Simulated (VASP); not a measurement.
# Ge (I4_1/amd) in VASP: notebook

Ge is run at these levels: PBEsol; tasks: single point.

Program: VASP 6.6.1. These are calculated values, not measurements. Logs are shortened: lines on timing, memory, paths and dates and some standing lists are left out, and cuts for length are marked.

## (1) The cell of the first run

Symmetry: I4_1/amd, No. 141, tetragonal system. Conventional cell: a = 4.013 Å, b = 4.013 Å, c = 5.704 Å, α = 90.00°, β = 90.00°, γ = 90.00°. Ge (site symmetry -4m2) has 4 Ge at 2.46 Å within 3.3 Å.

## (2) Single point, PBEsol (strain +0.0050 x Voigt [0, 1, 0, 0, 0, 0])

File INCAR:

```
PREC     = Accurate       # precision mode
ENCUT    = 520            # plane-wave cutoff, eV
EDIFF    = 1E-7           # SCF threshold, eV
ISMEAR   = 0              # smearing method
SIGMA    = 0.15           # smearing width, eV
LREAL    = False          # projectors in reciprocal space
LASPH    = True           # aspherical terms in the spheres
NELM     = 100            # most SCF steps
ALGO     = Normal         # electronic algorithm
ISIF     = 2              # what is computed and relaxed
LWAVE    = False          # write WAVECAR
LCHARG   = True           # write CHGCAR
GGA      = PS             # functional
LELF     = True           # ELF
LVHAR    = True         
NBANDS   = 21             # bands
```

File KPOINTS:

```
regular mesh
0
Gamma
  18 18 18
```

File POSCAR:

```
Ge
1.0
    0.0000000000      2.8520701299      2.8378807263
    2.8378807263      0.0000000000      2.8378807263
    2.8378807263      2.8520701299      0.0000000000
Ge
2
Direct
    0.5000000000      0.5000000000      0.5000000000
    0.7500000000      0.7500000000      0.7500000000
```

Potentials or basis: VASP PAW PBE potentials, release 64 (Ge_d).

The run is started by

```bash
cat potpaw_PBE.64/Ge_d/POTCAR > POTCAR
mpirun -np 1 vasp_std > vasp.out
```

OUTCAR:

```text
PREC = Accurate
   ENCUT = 520
   EDIFF = 1E-7
   ISMEAR = 0
   LREAL = False
   LASPH = True
   NELM = 100
   ISIF = 2
   GGA = PS

 ion  position               nearest neighbor table
   1  0.500  0.500  0.500-   2 2.46   2 2.46   2 2.46   2 2.46
   2  0.750  0.750  0.750-   1 2.46   1 2.46   1 2.46   1 2.46

  LATTYP: Found a body centered tetragonal cell.
 ALAT       =     4.0133694115
 C/A-ratio  =     1.4212846302

  Lattice vectors:

 A1 = (   0.0000000000,  -2.8520701299,   2.8378807263)
 A2 = (   0.0000000000,  -2.8520701299,  -2.8378807263)
 A3 = (   2.8378807263,   2.8520701299,   0.0000000000)

Analysis of symmetry for initial positions (statically):
=====================================================================
 Subroutine PRICEL returns:
 Original cell was already a primitive cell.

 Routine SETGRP: Setting up the symmetry group for a
 body centered tetragonal supercell.

 Subroutine GETGRP returns: Found 16 space group operations
 (whereof  8 operations were pure point group operations)
 out of a pool of 16 trial point group operations.

The static configuration has the point symmetry D_2d.
 The point group associated with its full space group is D_4h.

Analysis of symmetry for dynamics (positions and initial velocities):
=====================================================================
 Subroutine PRICEL returns:
 Original cell was already a primitive cell.

 Routine SETGRP: Setting up the symmetry group for a
 body centered tetragonal supercell.

 Subroutine GETGRP returns: Found 16 space group operations
 (whereof  8 operations were pure point group operations)
 out of a pool of 16 trial point group operations.

The dynamic configuration has the point symmetry D_2d.
 The point group associated with its full space group is D_4h.

 Subroutine INISYM returns: Found 16 space group operations
 (whereof  8 operations are pure point group operations),
 and found     1 'primitive' translations

----------------------------------------------------------------------------------------

                                     Primitive cell

  volume of cell :      45.9387

  direct lattice vectors                    reciprocal lattice vectors
     0.000000000  2.852070130  2.837880726    -0.176187813  0.175311257  0.176187813
     2.837880726  0.000000000  2.837880726     0.176187813 -0.175311257  0.176187813
     2.837880726  2.852070130  0.000000000     0.176187813  0.175311257 -0.176187813

  length of vectors
     4.023415346  4.013369412  4.023415346     0.304661005  0.304661005  0.304661005

  position of ions in fractional coordinates (direct lattice)
     0.500000000  0.500000000  0.500000000
     0.750000000  0.750000000  0.750000000

  ion indices of the primitive-cell ions
   primitive index   ion index
                 1           1
                 2           2

----------------------------------------------------------------------------------------

 KPOINTS: regular mesh

Automatic generation of k-mesh.
 Grid dimensions read from file:
 generate k-points for:   18   18   18

 Generating k-lattice:

  Cartesian coordinates                     Fractional coordinates (reciprocal lattice)
    -0.009788212  0.009739514  0.009788212     0.055555556  0.000000000  0.000000000
     0.009788212 -0.009739514  0.009788212    -0.000000000  0.055555556 -0.000000000
     0.009788212  0.009739514 -0.009788212     0.000000000  0.000000000  0.055555556

  Length of vectors
     0.016925611  0.016925611  0.016925611

  Shift w.r.t. Gamma in fractional coordinates (k-lattice)
     0.000000000  0.000000000  0.000000000

 Subroutine IBZKPT returns following result:
 ===========================================

 Found    480 irreducible k-points:

 Following reciprocal coordinates:
            Coordinates               Weight
  0.000000  0.000000  0.000000      1.000000
  0.055556  0.000000  0.000000      8.000000
  0.111111  0.000000  0.000000      8.000000
  0.166667  0.000000  0.000000      8.000000
  0.222222  0.000000  0.000000      8.000000
  0.277778  0.000000  0.000000      8.000000
[... 16 lines left out ...]
 -0.277778  0.055556 -0.000000     16.000000
 -0.222222  0.055556  0.000000     16.000000
 [... further k-points ...]
   k-points           NKPTS =    480   k-points in BZ     NKDIM =    480   number of bands    NBANDS=     21
   number of dos      NEDOS =    301   number of ions     NIONS =      2
   total plane-waves  NPLWV =  27000
   dimension x,y,z NGX =    30 NGY =   30 NGZ =   30
   dimension x,y,z NGXF=    60 NGYF=   60 NGZF=   60
   ions per type =               2
   NGX,Y,Z   is equivalent  to a cutoff of  12.40, 12.43, 12.40 a.u.
   NGXF,Y,Z  is equivalent  to a cutoff of  24.79, 24.85, 24.79 a.u.
 SYSTEM =  unknown system
   PREC   = accura    normal or accurate (medium, high low for compatibility)
   ISTART =      0    job   : 0-new  1-cont  2-samecut
   ICHARG =      2    charge: 1-file 2-atom 10-const
   ISPIN  =      1    spin polarized calculation?
   LNONCOLLINEAR =      F non collinear calculations
   LSORBIT =      F    spin-orbit coupling
   LASPH  =      T    aspherical Exc in radial PAW
   ENCUT  =  520.0 eV  38.22 Ry    6.18 a.u.   7.48  7.46  7.48*2*pi/ulx,y,z
   NELM   =    100;   NELMIN=  2; NELMDL= -5     # of ELM steps
   EDIFF  = 0.1E-06   stopping-criterion for ELM
   LREAL  =      F    real-space projection
   EDIFFG = 0.1E-05   stopping-criterion for IOM
   NSW    =      0    number of steps for IOM
   IBRION =     -1    ionic relax: 0-MD 1-quasi-New 2-CG
   NFREE  =      0    steps in history (QN), initial steepest desc. (CG)
   ISIF   =      2    stress and relaxation
   ISYM   =      2    0-nonsym 1-usesym 2-fastsym
   POTIM  = 0.5000    time-step for ionic-motion
   TEBEG  =    0.0;   TEEND  =   0.0 temperature during run
   PSTRESS=    0.0 pullay stress
   NELECT =      28.0000    total number of electrons
   NUPDOWN=      -1.0000    fix difference up-down
   EMIN   =  10.00;   EMAX   =-10.00  energy-range for DOS
   EFERMI =   0.00;   METHOD = LEGACY
   ISMEAR =     0;   SIGMA  =   0.15  broadening in eV -4-tet -1-fermi 0-gaus
   EFERMI_NEDOS =   21; number of points for ismear=-14 and -15
   IALGO  =     38    algorithm
   IMIX   =      4    mixing-type and parameters
     AMIX     =   0.40;   BMIX     =  1.00
     AMIX_MAG =   1.60;   BMIX_MAG =  1.00
  volume/ion in A,a.u.               =      22.97       155.00
  Fermi-wavevector in a.u.,A,eV,Ry     =   1.388038  2.623011 26.213657  1.926649
  Thomas-Fermi vector in A             =   2.512202
   LORBIT       =      0    0 simple, 1 ext, 2 COOP (PROOUT), +10 PAW based schemes
   GGA     = PS    functional components
   LHFCALC =     F    Hartree Fock is set to
   AEXX    =    0.0000 exact exchange contribution
   IVDW    =     0    specifies the selected vdW correction
   LEPSILON=     F    determine dielectric tensor
   LRPA    =     F    only Hartree local field effects (RPA)
 non-spin polarized calculation
 Gauss-broadening in eV      SIGMA  =   0.15
  energy-cutoff  :      520.00
  volume of cell :       45.94
 maximum number of plane-waves:      1259
 NGX is ok and might be reduce to    30
   NGX = 15   NGY = 15   NGZ = 15

 number of electron      28.0000010 magnetization

 Free energy of the ion-electron system (eV)
  ---------------------------------------------------
  ext. energy  EPLUGINS =         0.00000000
  ---------------------------------------------------
  free energy    TOTEN  =        -9.87471535 eV

  energy without entropy =       -9.87420574  energy(sigma->0) =       -9.87446055

 E-fermi :   4.7611     XC(G=0): -10.0606

 val. band max:        4.7334176236   @ k =   0.0000   0.0000   0.0000
 cond. band min:       4.7992648655   @ k =   0.5000   0.0000   0.0000
 fundamental gap:      0.0658472419
 Fermi energy:         4.7610931405

 k-point     1 :       0.0000    0.0000    0.0000
  band No.  band energies     occupation
      1     -20.0230      2.00000
      2     -20.0230      2.00000
      3     -20.0218      2.00000
      4     -19.9873      2.00000
      5     -19.9869      2.00000
      6     -19.7841      2.00000
[... 13 lines left out ...]
     20      14.1114      0.00000
     21      14.2120      0.00000

 k-point     2 :       0.0556    0.0000    0.0000
  band No.  band energies     occupation
      1     -20.0250      2.00000
      2     -20.0243      2.00000
      3     -20.0220      2.00000
      4     -19.9846      2.00000
      5     -19.9842      2.00000
      6     -19.7870      2.00000
[... 13 lines left out ...]
     20      13.7789      0.00000
     21      13.8679      0.00000

 k-point     3 :       0.1111    0.0000    0.0000
  band No.  band energies     occupation
      1     -20.0295      2.00000
      2     -20.0288      2.00000
      3     -20.0206      2.00000
      4     -19.9782      2.00000
      5     -19.9779      2.00000
      6     -19.7931      2.00000
[... 13 lines left out ...]
     20      13.3014      0.00000
     21      13.3750      0.00000

 k-point     4 :       0.1667    0.0000    0.0000
  band No.  band energies     occupation
      1     -20.0345      2.00000
      2     -20.0337      2.00000
      3     -20.0184      2.00000
      4     -19.9704      2.00000
      5     -19.9702      2.00000
      6     -19.7996      2.00000
[... 13 lines left out ...]
     20      12.9774      0.00000
     21      13.0332      0.00000

 k-point     5 :       0.2222    0.0000    0.0000
  band No.  band energies     occupation
      1     -20.0388      2.00000
      2     -20.0379      2.00000
      3     -20.0156      2.00000
      4     -19.9629      2.00000
      5     -19.9628      2.00000
      6     -19.8057      2.00000
[... 13 lines left out ...]
     20      12.9009      0.00000
     21      12.9339      0.00000
[... 382 lines left out ...]
     20      14.0892      0.00000
     21      15.4653      0.00000

 k-point    22 :      -0.3333    0.0556   -0.0000
  band No.  band energies     occupation
      1     -20.0468      2.00000
      2     -20.0455      2.00000
      3     -20.0061      2.00000
      4     -19.9525      2.00000
      5     -19.9453      2.00000
      6     -19.8210      2.00000
[... 13 lines left out ...]
     20      13.3112      0.00000
     21      14.6645      0.00000

 k-point    23 :      -0.2778    0.0556   -0.0000
  band No.  band energies     occupation
      1     -20.0451      2.00000
      2     -20.0427      2.00000
      3     -20.0098      2.00000
      4     -19.9570      2.00000
      5     -19.9492      2.00000
      6     -19.8188      2.00000
[... 13 lines left out ...]
     20      12.7568      0.00000
     21      14.0214      0.00000

 k-point    24 :      -0.2222    0.0556    0.0000
  band No.  band energies     occupation
      1     -20.0424      2.00000
      2     -20.0389      2.00000
      3     -20.0137      2.00000
      4     -19.9627      2.00000
      5     -19.9552      2.00000
      6     -19.8147      2.00000
[... 13 lines left out ...]
     20      12.6645      0.00000
     21      13.6129      0.00000

 [... further k-points ...]
[... 5 lines left out ...]
  --------------------------------------------------------------------------------------
  -------------------------------------------------------------------------------------
  Total       -0.0858899     -0.1870346     -0.0858899      0.0000000      0.0000000      0.0000000
  in kB       -2.9955343     -6.5231016     -2.9955343      0.0000000      0.0000000      0.0000000
  external PRESSURE =      -4.1713900 kB  Pullay stress =       0.0000000 kB

 VOLUME and BASIS-vectors are now :
 -----------------------------------------------------------------------------
  energy-cutoff  :      520.00
  volume of cell :       45.94
      direct lattice vectors                 reciprocal lattice vectors
     0.000000000  2.852070130  2.837880726    -0.176187813  0.175311257  0.176187813
     2.837880726  0.000000000  2.837880726     0.176187813 -0.175311257  0.176187813
     2.837880726  2.852070130  0.000000000     0.176187813  0.175311257 -0.176187813

 POSITION                                       TOTAL-FORCE (eV/Angst)
 -----------------------------------------------------------------------------------
      2.83788      2.85207      2.83788         0.000000      0.000000     -0.000000
      4.25682      4.27811      4.25682        -0.000000     -0.000000      0.000000
 -----------------------------------------------------------------------------------
    total drift:                                0.000000     -0.000000     -0.000000

  FREE ENERGIE OF THE ION-ELECTRON SYSTEM (eV)
  ---------------------------------------------------
  free  energy   TOTEN  =        -9.8747153509 eV

  energy  without entropy=       -9.8742057405  energy(sigma->0) =       -9.87446055
```

Run time: 3.2 min. Hardware: 1 thread of Intel Xeon 6975P-C (Granite Rapids), shared host; peak memory 0.45 GiB.

What came out:

- Free energy: -9.8747 eV
- Pressure: -0.4 GPa
- Band gap on the k mesh: zero (filled and empty bands touch)

Stress tensor (GPa, compression positive):
```
-0.30  0.00  0.00
 0.00 -0.65  0.00
 0.00  0.00 -0.30
```

Levels at points of the mesh, in eV from the Fermi level:
| k point | band 10 | band 11 | band 12 | band 13 | band 14 | band 15 | band 16 | band 17 | band 18 | band 19 |
| --- | --- | --- | --- | --- | --- | --- | --- | --- | --- | --- |
| (0.00, 0.00, 0.00) | -24.53 | -12.73 | -0.18 | -0.07 | -0.03 | -0.03 | 2.48 | 2.48 | 2.50 | 6.14 |
| (0.50, 0.00, 0.00) | -24.50 | -10.66 | -7.60 | -1.45 | -1.40 | 0.04 | 3.65 | 3.68 | 6.92 | 10.29 |
| (0.50, 0.50, 0.00) | -24.49 | -8.88 | -8.88 | -3.09 | -3.09 | 0.63 | 0.63 | 9.33 | 9.33 | 11.33 |
| (0.50, 0.00, 0.50) | -24.49 | -8.90 | -8.90 | -3.05 | -3.05 | 0.67 | 0.67 | 9.33 | 9.33 | 11.31 |

Caveat: the cell differs from its parent crystal (strain +0.0050 x Voigt [0, 1, 0, 0, 0, 0]); the PAW data sets were made with another functional, which shifts forces and pressure a little.

(Continued in part 2 of 2.)
